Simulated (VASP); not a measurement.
# TiO (F-43m) in VASP: further runs

The runs below take TiO through single point, relaxation of cell and atoms, with PBEsol.

All numbers are computed with VASP 6.6.1; they aren't measurements. Logs are shortened: lines on timing, memory, paths and dates and some standing lists are left out, and cuts for length are marked.

**1. The cell of the first run**

The structure is cubic, space group F-43m (No. 216). Conventional cell: a = 4.579 Å, b = 4.579 Å, c = 4.579 Å, α = 90.00°, β = 90.00°, γ = 90.00°. Ti (site symmetry -43m) has 4 O at 1.98 Å within 2.6 Å. O (site symmetry -43m) has 4 Ti at 1.98 Å within 2.6 Å.

**2. Single point, PBEsol, collinear spin, ferromagnetic start**

Input file INCAR:

```
ALGO = Normal ; EDIFF = 1E-6
ENCUT = 520 ; GGA = PS
ISIF = 2 ; ISMEAR = 0
ISPIN = 2 ; LASPH = True
LCHARG = False ; LMAXMIX = 4
LORBIT = 11 ; LREAL = False
LWAVE = False ; MAGMOM = 0.11 0
NBANDS = 20 ; NELM = 150
PREC = Accurate ; SIGMA = 0.1
```

Input file KPOINTS:

```
k-points
0
Gamma
  8 8 8
```

Input file POSCAR:

```
TiO
1.0
    0.0000000000      2.2895965365      2.2895965365
    2.2895965365      0.0000000000      2.2895965365
    2.2895965365      2.2895965365      0.0000000000
Ti O
1 1
Direct
    0.0000000000      0.0000000000      0.0000000000
    0.2500000000      0.2500000000      0.2500000000
```

Potentials or basis: VASP PAW PBE potentials, release 64 (Ti_sv, O).

Launch:

```sh
$ cat potpaw_PBE.64/Ti_sv/POTCAR potpaw_PBE.64/O/POTCAR > POTCAR
$ mpirun -np 1 vasp_std > vasp.out
```

OUTCAR:

```text
EDIFF = 1E-6
   ENCUT = 520
   GGA = PS
   ISIF = 2
   ISMEAR = 0
   ISPIN = 2
   LASPH = True
   LORBIT = 11
   LREAL = False
   NELM = 150
   PREC = Accurate

 ion  position               nearest neighbor table
   1  0.000  0.000  0.000-   2 1.98   2 1.98   2 1.98   2 1.98
   2  0.250  0.250  0.250-   1 1.98   1 1.98   1 1.98   1 1.98

  LATTYP: Found a face centered cubic cell.
 ALAT       =     4.5791930730

  Lattice vectors:

 A1 = (   0.0000000000,   2.2895965365,   2.2895965365)
 A2 = (   2.2895965365,   0.0000000000,   2.2895965365)
 A3 = (   2.2895965365,   2.2895965365,   0.0000000000)

Analysis of symmetry for initial positions (statically):
=====================================================================
 Subroutine PRICEL returns:
 Original cell was already a primitive cell.

 Routine SETGRP: Setting up the symmetry group for a
 face centered cubic supercell.

 Subroutine GETGRP returns: Found 24 space group operations
 (whereof 24 operations were pure point group operations)
 out of a pool of 48 trial point group operations.

The static configuration has the point symmetry T_d .

Analysis of symmetry for dynamics (positions and initial velocities):
=====================================================================
 Subroutine PRICEL returns:
 Original cell was already a primitive cell.

 Routine SETGRP: Setting up the symmetry group for a
 face centered cubic supercell.

 Subroutine GETGRP returns: Found 24 space group operations
 (whereof 24 operations were pure point group operations)
 out of a pool of 48 trial point group operations.

The dynamic configuration has the point symmetry T_d .

Analysis of structural, dynamic, and magnetic symmetry:
=====================================================================
 Subroutine PRICEL returns:
 Original cell was already a primitive cell.

 Routine SETGRP: Setting up the symmetry group for a
 face centered cubic supercell.

 Subroutine GETGRP returns: Found 24 space group operations
 (whereof 24 operations were pure point group operations)
 out of a pool of 48 trial point group operations.

The overall configuration has the point symmetry T_d .

 Subroutine INISYM returns: Found 24 space group operations
 (whereof 24 operations are pure point group operations),
 and found     1 'primitive' translations

----------------------------------------------------------------------------------------

                                     Primitive cell

  volume of cell :      24.0053

  direct lattice vectors                    reciprocal lattice vectors
[... 107 lines left out ...]
     AMIX_MAG =   1.60;   BMIX_MAG =  1.00
  volume/ion in A,a.u.               =      12.00        81.00
  Fermi-wavevector in a.u.,A,eV,Ry     =   1.487294  2.810577 30.096662  2.212042
  Thomas-Fermi vector in A             =   2.600472
   LORBIT       =     11    0 simple, 1 ext, 2 COOP (PROOUT), +10 PAW based schemes
   GGA     = PS    functional components
   LHFCALC =     F    Hartree Fock is set to
   AEXX    =    0.0000 exact exchange contribution
   IVDW    =     0    specifies the selected vdW correction
   LEPSILON=     F    determine dielectric tensor
   LRPA    =     F    only Hartree local field effects (RPA)
 spin polarized calculation
 Gauss-broadening in eV      SIGMA  =   0.10
  energy-cutoff  :      520.00
  volume of cell :       24.01
 maximum number of plane-waves:       660
   NGX = 13   NGY = 13   NGZ = 13

 number of electron      18.0000000 magnetization       0.0002428

 number of electron      18.0000000 magnetization      -0.0024419

 Free energy of the ion-electron system (eV)
  ---------------------------------------------------
  ext. energy  EPLUGINS =         0.00000000
  ---------------------------------------------------
  free energy    TOTEN  =       -18.07165410 eV

  energy without entropy =      -18.05704787  energy(sigma->0) =      -18.06435099

 E-fermi :   8.8860     XC(G=0): -11.7152

 val. band max:        8.8772159454   @ k =  -0.2500   0.3750   0.1250
 cond. band min:       8.8915135186   @ k =  -0.2500   0.1250   0.0000
 fundamental gap:      0.0142975732
 Fermi energy:         8.8859873719

 spin component 1

 k-point     1 :       0.0000    0.0000    0.0000
  band No.  band energies     occupation
      1     -48.8481      1.00000
      2     -25.1067      1.00000
      3     -25.1067      1.00000
      4     -25.1067      1.00000
      5     -12.5637      1.00000
      6       1.4766      1.00000
[... 541 lines left out ...]
     19      29.5293      0.00000
     20      31.1044      0.00000

 [... further k-points ...]

 spin component 2

 k-point     1 :       0.0000    0.0000    0.0000
  band No.  band energies     occupation
      1     -48.8501      1.00000
      2     -25.1087      1.00000
      3     -25.1087      1.00000
      4     -25.1087      1.00000
      5     -12.5641      1.00000
      6       1.4760      1.00000
[... 541 lines left out ...]
     19      29.5278      0.00000
     20      31.1033      0.00000

 [... further k-points ...]
[... 5 lines left out ...]
  --------------------------------------------------------------------------------------
  -------------------------------------------------------------------------------------
  Total        0.1050776      0.1050776      0.1050776     -0.0000000      0.0000000     -0.0000000
  in kB        7.0131593      7.0131593      7.0131593     -0.0000000      0.0000000     -0.0000000
  external PRESSURE =       7.0131593 kB  Pullay stress =       0.0000000 kB

 VOLUME and BASIS-vectors are now :
 -----------------------------------------------------------------------------
  energy-cutoff  :      520.00
  volume of cell :       24.01
      direct lattice vectors                 reciprocal lattice vectors
     0.000000000  2.289596536  2.289596536    -0.218379086  0.218379086  0.218379086
     2.289596536  0.000000000  2.289596536     0.218379086 -0.218379086  0.218379086
     2.289596536  2.289596536  0.000000000     0.218379086  0.218379086 -0.218379086

 POSITION                                       TOTAL-FORCE (eV/Angst)
 -----------------------------------------------------------------------------------
      0.00000      0.00000      0.00000        -0.000000     -0.000000     -0.000000
      1.14480      1.14480      1.14480         0.000000      0.000000      0.000000
 -----------------------------------------------------------------------------------
    total drift:                                0.000000      0.000000      0.000000

  FREE ENERGIE OF THE ION-ELECTRON SYSTEM (eV)
  ---------------------------------------------------
  free  energy   TOTEN  =       -18.0716541037 eV

  energy  without entropy=      -18.0570478749  energy(sigma->0) =      -18.06435099

 total charge

# of ion       s       p       d       tot
------------------------------------------
    1        2.170   6.187   1.995  10.352
    2        1.564   3.490   0.000   5.054
--------------------------------------------------
tot          3.733   9.677   1.995  15.405

 magnetization (x)

# of ion       s       p       d       tot
------------------------------------------
    1       -0.000  -0.000  -0.002  -0.002
    2        0.000  -0.000   0.000  -0.000
--------------------------------------------------
tot         -0.000  -0.000  -0.002  -0.002
```

OSZICAR:

```text
N       E                     dE             d eps       ncg     rms          rms(c)
DAV:   1     0.165935749725E+03    0.16594E+03   -0.85496E+03  2336   0.103E+03
DAV:   2    -0.108497595085E+02   -0.17679E+03   -0.16553E+03  2360   0.314E+02
DAV:   3    -0.216299828266E+02   -0.10780E+02   -0.10605E+02  2748   0.792E+01
DAV:   4    -0.219418209255E+02   -0.31184E+00   -0.31117E+00  2700   0.127E+01
DAV:   5    -0.219488844106E+02   -0.70635E-02   -0.70633E-02  2624   0.182E+00    0.166E+01
DAV:   6    -0.186698096157E+02    0.32791E+01   -0.17658E+01  3384   0.456E+01    0.768E+00
DAV:   7    -0.180976099149E+02    0.57220E+00   -0.19890E+00  2900   0.157E+01    0.464E+00
DAV:   8    -0.181203453737E+02   -0.22735E-01   -0.42606E-01  2992   0.672E+00    0.267E+00
DAV:   9    -0.180716823821E+02    0.48663E-01   -0.11463E-01  2616   0.394E+00    0.255E-01
DAV:  10    -0.180725095386E+02   -0.82716E-03   -0.39035E-03  2592   0.563E-01    0.305E-01
DAV:  11    -0.180718307378E+02    0.67880E-03   -0.42144E-04  3172   0.252E-01    0.122E-01
DAV:  12    -0.180718042953E+02    0.26443E-04   -0.17891E-04  2812   0.120E-01    0.582E-02
DAV:  13    -0.180718794385E+02   -0.75143E-04   -0.52166E-05  2560   0.442E-02    0.624E-02
DAV:  14    -0.180717558361E+02    0.12360E-03   -0.10567E-04  2416   0.549E-02    0.501E-02
DAV:  15    -0.180716672185E+02    0.88618E-04   -0.70191E-04  2500   0.131E-01    0.276E-02
DAV:  16    -0.180716577180E+02    0.95005E-05   -0.13127E-04  2396   0.690E-02    0.148E-02
DAV:  17    -0.180716537991E+02    0.39190E-05   -0.16827E-05  2472   0.220E-02    0.945E-03
DAV:  18    -0.180716541037E+02   -0.30464E-06   -0.19704E-06  2148   0.914E-03
   1 F= -.18071654E+02 E0= -.18064351E+02  d E =-.146062E-01  mag=    -0.0001
```

stdout:

```text
POSCAR found type information on POSCAR TiO
 POSCAR found :  2 types and       2 ions
 scaLAPACK will be used
 -----------------------------------------------------------------------------
|                                                                             |
|                                                                             |
|     You enforced a specific xc type in the INCAR file but a different       |
|     I HOPE YOU KNOW WHAT YOU ARE DOING!                                     |
|                                                                             |
 -----------------------------------------------------------------------------

 LDA part: xc-table for (Slater+PW92), standard interpolation
 POSCAR, INCAR and KPOINTS ok, starting setup
 FFT: planning ... GRIDC
 FFT: planning ... GRID_SOFT
 FFT: planning ... GRID
 WAVECAR not read
 entering main loop
```

Run time: 25 s. Hardware: 1 thread of Intel Xeon Platinum 8259CL at 2.50GHz (Skylake/Cascade Lake), shared host; peak memory 0.16 GiB.

What came out:

```yaml
Free_energy: -18.0717 eV
Pressure: 0.7 GPa
Band_gap_on_the_k_mesh: zero (filled and empty bands overlap)
Net_moment: 0.00 μB per cell
Valence_electrons_inside_the_program's_atomic_spheres: Ti 10.35; O 5.05
```

Caveat: the PAW data sets were made with another functional, which shifts forces and pressure a little; semilocal functionals often make such compounds metallic where correlation or magnetic order opens a gap, which also shifts bond lengths.

(Part 1 of 2 ends here.)
